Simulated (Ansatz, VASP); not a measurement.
**Two plane-wave programs on LiCl**

The input POSCAR:

```
LiCl
1.0
    0.0255603699      2.5560369889      2.5560369889
    2.5560369889      0.0255603699      2.5560369889
    2.5815973587      2.5815973587     -0.0000000001
Li Cl
1 1
Direct
    0.0000000000      0.0000000000      0.0000000000
    0.5000000000      0.5000000000      0.5000000000
```

INCAR.step1

```
ALGO = Normal ; EDIFF = 1E-4
ENCUT = 520 ; GGA = PE
ISMEAR = 0 ; LASPH = True
LCHARG = False ; LREAL = False
LWAVE = True ; NBANDS = 12
NELM = 100 ; PREC = Accurate
SIGMA = 0.01
```

INCAR.step2

```
ALGO = Normal ; EDIFF = 1E-7
ENCUT = 520 ; ISIF = 2
ISMEAR = 0 ; ISTART = 1
LASPH = True ; LCHARG = False
LMIXTAU = True ; LREAL = False
LWAVE = False ; METAGGA = R2SCAN
NBANDS = 12 ; NELM = 100
PREC = Accurate ; SIGMA = 0.01
```

KPOINTS

```
k-points
0
Gamma
  8 8 8
```

Input for Ansatz:

```yaml
crystal:
  lattice:
    - [0.0255603699, 2.5560369889, 2.5560369889]
    - [2.5560369889, 0.0255603699, 2.5560369889]
    - [2.5815973587, 2.5815973587, -1.0e-10]
  atoms:
    - { symbol: Li, position: [0.0, 0.0, 0.0] }
    - { symbol: Cl, position: [0.5, 0.5, 0.5] }
kpoints:
  mp_grid: { grid: [8, 8, 8] }
  band_path:
    path:
      - [0.0, 0.0, 0.0]
      - [0.5, 0.0, 0.5]
      - [0.625, 0.25, 0.625]
      - [0.375, 0.375, 0.75]
      - [0.5, 0.5, 0.5]
      - [0.5, 0.25, 0.75]
      - [0.0625, 0.0625, 0.125]
    npoints: 1
hamiltonian:
  xc: r2scan
scf:
  occupations: { method: fixed }
  n_extra_bands: 4
output:
  forces: true
  stress: true
  eigenvalues: true
```

Change from the starting cell: shear_xy strain +2.0%.

Alike in both runs: task single point; functional r2SCAN; k mesh 8 × 8 × 8; no spin polarisation.

```csv
,VASP,Ansatz
version,VASP 6.6.1,Ansatz 0.2.0
potentials or method,"VASP PAW PBE potentials, release 64 (Li_sv, Cl)","plane waves, PAW"
plane-wave cutoff (eV),520,500
occupations,"gaussian, width 0.01 eV",fixed
valence electrons in the cell,10,10
```

VASP gave:

| Quantity | Value |
| --- | --- |
| gap on the k mesh at the Fermi level (eV) | 7.30 |

Q: Which values does Ansatz return?

A: gap on the k mesh at the Fermi level (eV): 7.22.

VASP's potentials were made for PBE, not for r2SCAN.

Noted on VASP's run: the cutoff is short for stress, so the pressure is rough.
